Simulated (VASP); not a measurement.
# LiCaF3 (Pm-3m) in VASP: further runs, part 2 of 2

VASP 6.6.1. Earlier steps stand in the parts before.

## 3. Density of states, RPBE

File POSCAR:

```
LiCaF3
1.0
    3.7612440000      0.0000000000      0.0000000000
    0.0000000000      3.7612440000      0.0000000000
    0.0000000000      0.0000000000      3.7612440000
Ca F Li
1 3 1
Direct
    0.0000000000      0.0000000000      0.0000000000
    0.5000000000      0.0000000000      0.5000000000
    0.5000000000      0.5000000000      0.0000000000
    0.0000000000      0.5000000000      0.5000000000
    0.5000000000      0.5000000000      0.5000000000
```

File INCAR.step1:

```
SYSTEM = LiCaF3
PREC = Accurate ; ENCUT = 520
EDIFF = 1E-7 ; ISMEAR = -1
SIGMA = 0.05 ; LREAL = .FALSE.
LASPH = .TRUE. ; NELM = 80
ALGO = Normal ; ISIF = 2
LWAVE = .FALSE. ; LCHARG = .TRUE.
GGA = RP ; NBANDS = 25
```

File KPOINTS.step1:

```
regular mesh
0
G
  7 7 7
  0 0 0
```

File INCAR.step2:

```
SYSTEM = LiCaF3
PREC = Accurate ; ENCUT = 520
EDIFF = 1E-7 ; ISMEAR = -5
SIGMA = 0.05 ; LREAL = .FALSE.
LASPH = .TRUE. ; NELM = 80
ALGO = Normal ; ISIF = 2
LWAVE = .FALSE. ; LCHARG = .FALSE.
GGA = RP ; LORBIT = 11
NEDOS = 2001 ; ICHARG = 11
```

File KPOINTS.step2:

```
regular mesh
0
G
  11 11 11
  0 0 0
```

Potentials or basis: VASP PAW PBE potentials, release 64 (Ca_sv, F, Li_sv).

Started as:

```console
$ cat potpaw_PBE.64/Ca_sv/POTCAR potpaw_PBE.64/F/POTCAR potpaw_PBE.64/Li_sv/POTCAR > POTCAR
$ cp INCAR.step1 INCAR
$ cp KPOINTS.step1 KPOINTS
$ mpirun -np 1 vasp_std > vasp.out
$ cp INCAR.step2 INCAR
$ cp KPOINTS.step2 KPOINTS
$ mpirun -np 1 vasp_std > vasp.out
```

OUTCAR:

```text
SYSTEM = LiCaF3
   PREC = Accurate
   ENCUT = 520
   EDIFF = 1E-7
   ISMEAR = -5
   LREAL = .FALSE.
   LASPH = .TRUE.
   NELM = 80
   ISIF = 2
   GGA = RP
   LORBIT = 11
   ICHARG = 11

 ion  position               nearest neighbor table
   1  0.000  0.000  0.000-
   2  0.500  0.000  0.500-   5 1.88   5 1.88
   3  0.500  0.500  0.000-   5 1.88   5 1.88
   4  0.000  0.500  0.500-   5 1.88   5 1.88
   5  0.500  0.500  0.500-   2 1.88   3 1.88   4 1.88   3 1.88   2 1.88   4 1.88

  LATTYP: Found a simple cubic cell.
 ALAT       =     3.7612440000

  Lattice vectors:

 A1 = (   3.7612440000,   0.0000000000,   0.0000000000)
 A2 = (   0.0000000000,   3.7612440000,   0.0000000000)
 A3 = (   0.0000000000,   0.0000000000,   3.7612440000)

Analysis of symmetry for initial positions (statically):
=====================================================================
 Subroutine PRICEL returns:
 Original cell was already a primitive cell.

 Routine SETGRP: Setting up the symmetry group for a
 simple cubic supercell.

 Subroutine GETGRP returns: Found 48 space group operations
 (whereof 48 operations were pure point group operations)
 out of a pool of 48 trial point group operations.

The static configuration has the point symmetry O_h .

Analysis of symmetry for dynamics (positions and initial velocities):
=====================================================================
 Subroutine PRICEL returns:
 Original cell was already a primitive cell.

 Routine SETGRP: Setting up the symmetry group for a
 simple cubic supercell.

 Subroutine GETGRP returns: Found 48 space group operations
 (whereof 48 operations were pure point group operations)
 out of a pool of 48 trial point group operations.

The dynamic configuration has the point symmetry O_h .

 Subroutine INISYM returns: Found 48 space group operations
 (whereof 48 operations are pure point group operations),
 and found     1 'primitive' translations

----------------------------------------------------------------------------------------

                                     Primitive cell

  volume of cell :      53.2102

  direct lattice vectors                    reciprocal lattice vectors
     3.761244000  0.000000000  0.000000000     0.265869484  0.000000000  0.000000000
     0.000000000  3.761244000  0.000000000     0.000000000  0.265869484  0.000000000
     0.000000000  0.000000000  3.761244000     0.000000000  0.000000000  0.265869484

  length of vectors
     3.761244000  3.761244000  3.761244000     0.265869484  0.265869484  0.265869484

  position of ions in fractional coordinates (direct lattice)
     0.000000000  0.000000000  0.000000000
     0.500000000  0.000000000  0.500000000
     0.500000000  0.500000000  0.000000000
     0.000000000  0.500000000  0.500000000
     0.500000000  0.500000000  0.500000000

  ion indices of the primitive-cell ions
   primitive index   ion index
                 1           1
                 2           2
[... 38 lines left out ...]
  0.363636  0.000000  0.000000      6.000000
  0.454545  0.000000  0.000000      6.000000
[... 16 lines left out ...]
  0.181818  0.090909  0.090909     24.000000
  0.272727  0.090909  0.090909     24.000000
 [... further k-points ...]
   k-points           NKPTS =     56   k-points in BZ     NKDIM =     56   number of bands    NBANDS=     21
   number of dos      NEDOS =   2001   number of ions     NIONS =      5
   total plane-waves  NPLWV =  21952
   dimension x,y,z NGX =    28 NGY =   28 NGZ =   28
   dimension x,y,z NGXF=    56 NGYF=   56 NGZF=   56
   ions per type =               1   3   1
   NGX,Y,Z   is equivalent  to a cutoff of  12.38, 12.38, 12.38 a.u.
   NGXF,Y,Z  is equivalent  to a cutoff of  24.75, 24.75, 24.75 a.u.
 SYSTEM =  LiCaF3
   PREC   = accura    normal or accurate (medium, high low for compatibility)
   ISTART =      0    job   : 0-new  1-cont  2-samecut
   ICHARG =     11    charge: 1-file 2-atom 10-const
   ISPIN  =      1    spin polarized calculation?
   LNONCOLLINEAR =      F non collinear calculations
   LSORBIT =      F    spin-orbit coupling
   LASPH  =      T    aspherical Exc in radial PAW
   ENCUT  =  520.0 eV  38.22 Ry    6.18 a.u.   6.99  6.99  6.99*2*pi/ulx,y,z
   NELM   =     80;   NELMIN=  2; NELMDL=  0     # of ELM steps
   EDIFF  = 0.1E-06   stopping-criterion for ELM
   LREAL  =      F    real-space projection
   EDIFFG = 0.1E-05   stopping-criterion for IOM
   NSW    =      0    number of steps for IOM
   IBRION =     -1    ionic relax: 0-MD 1-quasi-New 2-CG
   NFREE  =      0    steps in history (QN), initial steepest desc. (CG)
   ISIF   =      2    stress and relaxation
   ISYM   =      2    0-nonsym 1-usesym 2-fastsym
   POTIM  = 0.5000    time-step for ionic-motion
   TEBEG  =    0.0;   TEEND  =   0.0 temperature during run
   PSTRESS=    0.0 pullay stress
   NELECT =      34.0000    total number of electrons
   NUPDOWN=      -1.0000    fix difference up-down
   EMIN   =  10.00;   EMAX   =-10.00  energy-range for DOS
   EFERMI =   0.00;   METHOD = LEGACY
   ISMEAR =    -5;   SIGMA  =   0.05  broadening in eV -4-tet -1-fermi 0-gaus
   EFERMI_NEDOS =   21; number of points for ismear=-14 and -15
   IALGO  =     38    algorithm
   IMIX   =      4    mixing-type and parameters
     AMIX     =   0.40;   BMIX     =  1.00
     AMIX_MAG =   1.60;   BMIX_MAG =  1.00
  volume/ion in A,a.u.               =      10.64        71.82
  Fermi-wavevector in a.u.,A,eV,Ry     =   1.410056  2.664619 27.051883  1.988257
  Thomas-Fermi vector in A             =   2.532049
   LORBIT       =     11    0 simple, 1 ext, 2 COOP (PROOUT), +10 PAW based schemes
   GGA     = RP    functional components
   LHFCALC =     F    Hartree Fock is set to
   AEXX    =    0.0000 exact exchange contribution
   IVDW    =     0    specifies the selected vdW correction
   LEPSILON=     F    determine dielectric tensor
   LRPA    =     F    only Hartree local field effects (RPA)
 non-spin polarized calculation
 Fermi weights with tetrahedron method with Bloechl corrections
  energy-cutoff  :      520.00
  volume of cell :       53.21
 maximum number of plane-waves:      1447
 NGX is ok and might be reduce to    28

 number of electron      33.9999946 magnetization

 Free energy of the ion-electron system (eV)
  ---------------------------------------------------
  ext. energy  EPLUGINS =         0.00000000
  ---------------------------------------------------
  free energy    TOTEN  =       -24.75094045 eV

  energy without entropy =      -24.75094045  energy(sigma->0) =      -24.75094045

 E-fermi :   0.2864     XC(G=0):  -9.8977

 val. band max:        0.2691739060   @ k =   0.4545   0.4545   0.4545
 cond. band min:       6.8550731882   @ k =   0.0000   0.0000   0.0000
 fundamental gap:      6.5858992822
 Fermi energy:         0.2864138709

 k-point     1 :       0.0000    0.0000    0.0000
  band No.  band energies     occupation
      1     -40.1996      2.00000
      2     -37.7156      2.00000
      3     -20.1126      2.00000
      4     -19.2027      2.00000
      5     -19.2027      2.00000
      6     -18.5672      2.00000
[... 565 lines left out ...]
     20       8.5041      0.00000
     21       8.5778      0.00000

 [... further k-points ...]

------------------------ aborting loop because EDIFF is reached ----------------------------------------

  FORCE on cell =-STRESS in cart. coord.  units (eV):
  Direction    XX          YY          ZZ          XY          YZ          ZX
  --------------------------------------------------------------------------------------
  -------------------------------------------------------------------------------------
  Total        1.5352822      1.5352822      1.5352822      0.0000000      0.0000000     -0.0000000
  in kB       46.2279112     46.2279112     46.2279112      0.0000000      0.0000000     -0.0000000
  external PRESSURE =      46.2279112 kB  Pullay stress =       0.0000000 kB

 VOLUME and BASIS-vectors are now :
 -----------------------------------------------------------------------------
  energy-cutoff  :      520.00
  volume of cell :       53.21
      direct lattice vectors                 reciprocal lattice vectors
     3.761244000  0.000000000  0.000000000     0.265869484  0.000000000  0.000000000
     0.000000000  3.761244000  0.000000000     0.000000000  0.265869484  0.000000000
     0.000000000  0.000000000  3.761244000     0.000000000  0.000000000  0.265869484

 POSITION                                       TOTAL-FORCE (eV/Angst)
 -----------------------------------------------------------------------------------
      0.00000      0.00000      0.00000         0.000000      0.000000      0.000000
      1.88062      0.00000      1.88062         0.000000      0.000000      0.000000
      1.88062      1.88062      0.00000         0.000000      0.000000      0.000000
      0.00000      1.88062      1.88062         0.000000      0.000000      0.000000
      1.88062      1.88062      1.88062         0.000000      0.000000      0.000000
 -----------------------------------------------------------------------------------
    total drift:                                0.000000      0.000000      0.000000

  FREE ENERGIE OF THE ION-ELECTRON SYSTEM (eV)
  ---------------------------------------------------
  free  energy   TOTEN  =       -24.7509404510 eV

  energy  without entropy=      -24.7509404510  energy(sigma->0) =      -24.75094045

 total charge

# of ion       s       p       d       tot
------------------------------------------
    1        2.006   5.848   0.136   7.991
    2        1.738   4.408   0.000   6.145
    3        1.738   4.408   0.000   6.145
    4        1.738   4.408   0.000   6.145
    5        2.030   0.055   0.000   2.085
--------------------------------------------------
tot          9.249  19.127   0.136  28.512
```

It took 29 s on 1 thread of Intel Xeon 6975P-C (Granite Rapids), shared host; peak memory 0.18 GiB.

Results:

| Quantity | Value |
| --- | --- |
| Valence electrons inside the program's atomic spheres | Ca 7.99; F 6.14; Li 2.08 |

Caveat: the cutoff is under 1.25 times the usual one of these potentials, so pressure, stress and relaxed cells hold a basis-set (Pulay) error; the PAW data sets were made with another functional, which shifts forces and pressure a little.

## 4. Density of states, BLYP

POSCAR is that of step 3.

File INCAR.step1:

```
SYSTEM = LiCaF3
  PREC = Accurate
  ENCUT = 520
  EDIFF = 1E-6
  ISMEAR = -1
  SIGMA = 0.05
  LREAL = .False.
  LASPH = .True.
  NELM = 80
  ALGO = Normal
  ISIF = 2
  LWAVE = .False.
  LCHARG = .True.
  GGA = B5
  ALDAX = 1.0
  AGGAX = 1.0
  AGGAC = 1.0
  ALDAC = 0.0
  NBANDS = 25
```

File KPOINTS.step1:

```
regular mesh
0
Gamma
  7 7 7
  0 0 0
```

File INCAR.step2:

```
SYSTEM = LiCaF3
  PREC = Accurate
  ENCUT = 520
  EDIFF = 1E-6
  ISMEAR = -5
  SIGMA = 0.05
  LREAL = .False.
  LASPH = .True.
  NELM = 80
  ALGO = Normal
  ISIF = 2
  LWAVE = .False.
  LCHARG = .False.
  GGA = B5
  ALDAX = 1.0
  AGGAX = 1.0
  AGGAC = 1.0
  ALDAC = 0.0
  LORBIT = 10
  NBANDS = 25
  NEDOS = 2001
  ICHARG = 11
```

File KPOINTS.step2:

```
regular mesh
0
Gamma
  11 11 11
  0 0 0
```

Potentials or basis: VASP PAW PBE potentials, release 64 (Ca_sv, F, Li_sv).

Started as:

```console
$ cat potpaw_PBE.64/Ca_sv/POTCAR potpaw_PBE.64/F/POTCAR potpaw_PBE.64/Li_sv/POTCAR > POTCAR
$ cp INCAR.step1 INCAR
$ cp KPOINTS.step1 KPOINTS
$ mpirun -np 1 vasp_std > vasp.out
$ cp INCAR.step2 INCAR
$ cp KPOINTS.step2 KPOINTS
$ mpirun -np 1 vasp_std > vasp.out
```

OUTCAR:

```text
SYSTEM = LiCaF3
   PREC = Accurate
   ENCUT = 520
   EDIFF = 1E-6
   ISMEAR = -5
   LREAL = .False.
   LASPH = .True.
   NELM = 80
   ISIF = 2
   GGA = B5
   LORBIT = 10
   ICHARG = 11

 ion  position               nearest neighbor table
   1  0.000  0.000  0.000-
   2  0.500  0.000  0.500-   5 1.88   5 1.88
   3  0.500  0.500  0.000-   5 1.88   5 1.88
   4  0.000  0.500  0.500-   5 1.88   5 1.88
   5  0.500  0.500  0.500-   2 1.88   3 1.88   4 1.88   3 1.88   2 1.88   4 1.88

  LATTYP: Found a simple cubic cell.
 ALAT       =     3.7612440000
[... 878 lines left out ...]
  external PRESSURE =      13.7919806 kB  Pullay stress =       0.0000000 kB

 VOLUME and BASIS-vectors are now :
 -----------------------------------------------------------------------------
  energy-cutoff  :      520.00
  volume of cell :       53.21
      direct lattice vectors                 reciprocal lattice vectors
     3.761244000  0.000000000  0.000000000     0.265869484  0.000000000  0.000000000
     0.000000000  3.761244000  0.000000000     0.000000000  0.265869484  0.000000000
     0.000000000  0.000000000  3.761244000     0.000000000  0.000000000  0.265869484

 POSITION                                       TOTAL-FORCE (eV/Angst)
 -----------------------------------------------------------------------------------
      0.00000      0.00000      0.00000         0.000000      0.000000      0.000000
      1.88062      0.00000      1.88062         0.000000      0.000000      0.000000
      1.88062      1.88062      0.00000         0.000000      0.000000      0.000000
      0.00000      1.88062      1.88062         0.000000      0.000000      0.000000
      1.88062      1.88062      1.88062         0.000000      0.000000      0.000000
 -----------------------------------------------------------------------------------
    total drift:                               -0.000000      0.000000      0.000000

  FREE ENERGIE OF THE ION-ELECTRON SYSTEM (eV)
  ---------------------------------------------------
  free  energy   TOTEN  =       -25.5979004063 eV

  energy  without entropy=      -25.5979004063  energy(sigma->0) =      -25.59790041

 total charge

# of ion       s       p       d       tot
------------------------------------------
    1        2.004   5.837   0.140   7.981
    2        1.724   4.394   0.000   6.118
    3        1.724   4.394   0.000   6.118
    4        1.724   4.394   0.000   6.118
    5        2.032   0.075   0.000   2.107
--------------------------------------------------
tot          9.209  19.094   0.140  28.443
```

OUTCAR.step1:

```text
SYSTEM = LiCaF3
   PREC = Accurate
   ENCUT = 520
   EDIFF = 1E-6
   ISMEAR = -1
   LREAL = .False.
[... 786 lines left out ...]
      1.88062      1.88062      0.00000         0.000000      0.000000      0.000000
      0.00000      1.88062      1.88062         0.000000      0.000000      0.000000
      1.88062      1.88062      1.88062         0.000000      0.000000      0.000000
 -----------------------------------------------------------------------------------
    total drift:                                0.000000      0.000000      0.000000

  FREE ENERGIE OF THE ION-ELECTRON SYSTEM (eV)
  ---------------------------------------------------
  free  energy   TOTEN  =       -25.5979527535 eV

  energy  without entropy=      -25.5979527534  energy(sigma->0) =      -25.59795275
```

OSZICAR.step1:

```text
N       E                     dE             d eps       ncg     rms          rms(c)
DAV:   1     0.305562233944E+03    0.30556E+03   -0.18865E+04  1000   0.145E+03
DAV:   2    -0.868028927780E+01   -0.31424E+03   -0.30329E+03  1185   0.391E+02
DAV:   3    -0.261902314302E+02   -0.17510E+02   -0.17434E+02  1317   0.929E+01
DAV:   4    -0.283053738927E+02   -0.21151E+01   -0.21129E+01  1772   0.179E+01
DAV:   5    -0.283195742797E+02   -0.14200E-01   -0.14200E-01  1211   0.179E+00    0.102E+01
DAV:   6    -0.257491971005E+02    0.25704E+01   -0.82450E+00  1166   0.184E+01    0.346E+00
DAV:   7    -0.256629167157E+02    0.86280E-01   -0.34889E-01  1355   0.395E+00    0.203E+00
DAV:   8    -0.255983384592E+02    0.64578E-01   -0.14380E-01  1246   0.337E+00    0.367E-01
DAV:   9    -0.255977271688E+02    0.61129E-03   -0.24657E-02  1288   0.110E+00    0.189E-01
DAV:  10    -0.255982081144E+02   -0.48095E-03   -0.59792E-03  1145   0.673E-01    0.115E-01
DAV:  11    -0.255979502194E+02    0.25789E-03   -0.10851E-03  1281   0.329E-01    0.221E-02
DAV:  12    -0.255979534787E+02   -0.32594E-05   -0.68216E-05  1183   0.639E-02    0.853E-03
DAV:  13    -0.255979527535E+02    0.72527E-06   -0.66116E-06  1345   0.237E-02
   1 F= -.25597953E+02 E0= -.25597953E+02  d E =-.560604E-10
```

Run time: 36 s. Hardware: 1 thread of Intel Xeon 6975P-C (Granite Rapids), shared host; peak memory 0.19 GiB.

What came out:

```
Valence electrons inside the program's atomic spheres : Ca 7.98; F 6.12; Li 2.11
```

Levels at points of the mesh, in eV from the valence-band top:
| k point | band 14 | band 15 | band 16 | band 17 | band 18 | band 19 | band 20 | band 21 |
| --- | --- | --- | --- | --- | --- | --- | --- | --- |
| (0.00, 0.00, 0.00) | -0.80 | -0.10 | -0.10 | -0.10 | 6.54 | 6.54 | 7.06 | 8.05 |

Caveat: the cutoff is under 1.25 times the usual one of these potentials, so pressure, stress and relaxed cells hold a basis-set (Pulay) error; the PAW data sets were made with another functional, which shifts forces and pressure a little.
